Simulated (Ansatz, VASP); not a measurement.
## KCl: VASP beside Ansatz

Contents of INCAR:

```
ALGO = Normal
EDIFF = 1E-8
ENCUT = 520
GGA = PE
ISIF = 2
ISMEAR = -1
LASPH = True
LCHARG = False
LEFG = True
LREAL = False
LWAVE = False
NBANDS = 15
NELM = 60
PREC = Accurate
SIGMA = 0.02
```

KPOINTS

```
k-points
0
Gamma
  7 7 7
```

File POSCAR:

```
KCl
1.0
    3.6340000000      0.0181700000      0.0181700000
    0.0181700000      3.6340000000      0.0181700000
    0.0181700000      0.0181700000      3.6340000000
K Cl
1 1
Direct
    0.0000000000      0.0000000000      0.0000000000
    0.5000000000      0.5000000000      0.5000000000
```

Input for Ansatz:

```yaml
crystal:
  lattice:
    - [3.634, 0.01817, 0.01817]
    - [0.01817, 3.634, 0.01817]
    - [0.01817, 0.01817, 3.634]
  atoms:
    - { symbol: K, position: [0.0, 0.0, 0.0] }
    - { symbol: Cl, position: [0.5, 0.5, 0.5] }
kpoints:
  mp_grid: { grid: [7, 7, 7] }
scf:
  occupations: { method: fermi_dirac, width: 0.02 }
hamiltonian:
  xc: pbe
  pseudopotentials: { kind: all_electron, datasets: crystal }
output:
  forces: true
  stress: true
  eigenvalues: true
  efg: { contact_densities: true }
```

Change from the starting cell: equal xy, yz and zx shear strains of +1 %, crystal datasets.

Alike in both runs: task electric field gradients; functional PBE; k mesh 7 × 7 × 7; occupations fermi-dirac, width 0.02 eV; no spin polarisation.

|  | VASP | Ansatz |
| --- | --- | --- |
| version | VASP 6.6.1 | Ansatz 0.2.0 |
| potentials or method | VASP PAW PBE potentials, release 64 (K_sv, Cl), cutoff 520 eV | all-electron PAW with datasets made for the crystal, scalar-relativistic |

```tsv
	VASP	Ansatz	Ansatz less VASP
gap on the k mesh at the Fermi level (eV)	5.61	5.61	+0.002
pressure (GPa)	4.5	4.5	-0.06
traceless stress, the component that is largest in VASP (GPa)	-0.14	-0.14	+0.004
size of Vzz on the site where it differs most (V/Å²)	0.6	0.6	-0.05
```

Ansatz ran all-electron here, and VASP with PAW potentials.
